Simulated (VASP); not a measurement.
Set up this calculation in VASP 6.6.1, as the native input.

```
Task                   : single point
Functional             : r2SCAN
Potentials or basis    : VASP PAW PBE potentials, release 64 (C)
Cutoff                 : 520 eV
k mesh                 : 14 × 14 × 14
Occupations            : gaussian, width 0.05 eV
Spin                   : no spin polarisation
Dipole correction      : no
Further INCAR settings : ALGO = Normal; EDIFF = 1e-06; NBANDS = 11
```

Crystal: C.

```
C
1.0
     0.00000    2.06319    3.24756
     1.19116    0.00000    3.24756
     1.19116    2.06319    0.00000
C
2
Cartesian
  1.1912 0.6877 3.2476
  1.1912 3.4386 3.2476
```

This cell differs from its parent crystal: strain -0.030 along x and y, -0.030 along z.

One way to write it, as run:

POSCAR

```
C
1.0
    0.0000000000      2.0631900000      3.2475600000
    1.1911600000      0.0000000000      3.2475600000
    1.1911600000      2.0631900000      0.0000000000
C
2
Direct
    0.1666700000      0.8333300000      0.1666700000
    0.8333300000      0.1666700000      0.8333300000
```

INCAR.step1

```
  PREC = Accurate
  ENCUT = 520
  ISMEAR = 0
  SIGMA = 0.05
  LREAL = F
  LASPH = T
  NELM = 80
  NBANDS = 11
  GGA = PE
  ALGO = Normal
  EDIFF = 1E-4
  LWAVE = T
  LCHARG = F
```

INCAR.step2

```
  PREC = Accurate
  ENCUT = 520
  EDIFF = 1E-6
  ISMEAR = 0
  SIGMA = 0.05
  LREAL = F
  LASPH = T
  NELM = 80
  ALGO = Normal
  ISIF = 2
  LWAVE = F
  LCHARG = T
  METAGGA = R2SCAN
  LMIXTAU = T
  LELF = T
  LVHAR = T
  NBANDS = 11
  ISTART = 1
```

KPOINTS

```
regular mesh
0
Gamma
  14 14 14
```

Potentials or basis: VASP PAW PBE potentials, release 64 (C).

Command:

```console
$ cat potpaw_PBE.64/C/POTCAR > POTCAR
$ cp INCAR.step1 INCAR
$ mpirun -np 1 vasp_std > vasp.out
$ cp INCAR.step2 INCAR
$ mpirun -np 1 vasp_std > vasp.out
```

It gave:

```json
{
  "Pressure": "32.3 GPa",
  "Largest force": "0.033 eV/Å"
}
```

Caveat: the cell differs from its parent crystal (strain -0.030 along x and y, -0.030 along z); the cell stands under pressure; the PAW data sets were made with another functional, which shifts forces and pressure a little.

Run time: 7.1 min on 1 thread of Intel Xeon 8259CL, with other jobs on the host, peak memory 0.19 GiB.
